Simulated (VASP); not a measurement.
Wanted: the native input for a VASP 6.6.1 run.

```yaml
Task: single point
Functional: LDA
Potentials_or_basis: VASP PAW LDA potentials, release 64 (Sn_d, Se)
Cutoff: 500 eV
k_mesh: 2 × 5 × 4
Occupations: gaussian, width 0.01 eV
Spin: non-collinear spin, zero start, spin-orbit coupling
Starting_moments: "[[0.0, 0.0, 0.0], [0.0, 0.0, 0.0], [0.0, 0.0, 0.0], [0.0, 0.0, 0.0], [0.0, 0.0, 0.0], [0.0, 0.0, 0.0], [0.0, 0.0, 0.0], [0.0, 0.0, 0.0]] μB"
Dipole_correction: no
Further_INCAR_settings: ALGO = Normal; EDIFF = 1e-06; NBANDS = 98
```

The structure of SnSe lies in POSCAR:

```
SnSe
1.0
   11.4200000000      0.0000000000      0.0000000000
    0.0000000000      4.1900000000      0.0000000000
    0.0000000000      0.0000000000      4.4600000000
Sn Se
4 4
Direct
    0.1230000000      0.2500000000      0.0910000000
    0.3770000000      0.7500000000      0.5910000000
    0.6230000000      0.2500000000      0.4090000000
    0.8770000000      0.7500000000      0.9090000000
    0.3570000000      0.2500000000      0.0160000000
    0.1430000000      0.7500000000      0.5160000000
    0.8570000000      0.2500000000      0.4840000000
    0.6430000000      0.7500000000      0.9840000000
```

The input as run:

INCAR

```
PREC     = Accurate       # precision mode
ENCUT    = 500            # plane-wave cutoff, eV
EDIFF    = 1E-6           # SCF threshold, eV
ISMEAR   = 0              # smearing method
SIGMA    = 0.01           # smearing width, eV
LREAL    = False          # projectors in reciprocal space
LASPH    = True           # aspherical terms in the spheres
NELM     = 200            # most SCF steps
ALGO     = Normal         # electronic algorithm
ISIF     = 2              # what is computed and relaxed
LWAVE    = False          # write WAVECAR
LCHARG   = True           # write CHGCAR
MAGMOM   = 0 0 0 0 0 0 0 0 0 0 0 0 0 0 0 0 0 0 0 0 0 0 0 0 # initial moments
LORBIT   = 11             # projections on sites
LSORBIT  = True           # spin-orbit coupling
GGA_COMPAT= False        
LORBMOM  = True         
GGA      = CA             # functional
LVHAR    = True         
NBANDS   = 98             # bands
KPAR     = 4
```

KPOINTS

```
Automatic mesh
0
Gamma
  2 5 4
```

Potentials or basis: VASP PAW LDA potentials, release 64 (Sn_d, Se).

Command:

```console
$ cat potpaw_LDA.64/Sn_d/POTCAR potpaw_LDA.64/Se/POTCAR > POTCAR
$ mpirun -np 4 vasp_ncl > vasp.out
```

It gave:

The pressure is -1.9 GPa and the largest force is 0.159 eV/Å. The net moment is 0.00 μB per cell. The valence electrons inside the program's atomic spheres are Sn 12.12; Se 3.82.

It took 3.8 min on 4 MPI ranks on Intel(R) Xeon(R) Platinum 8375C CPU @ 2.90GHz (Ice Lake), on a shared host, peak memory 0.81 GiB a rank.
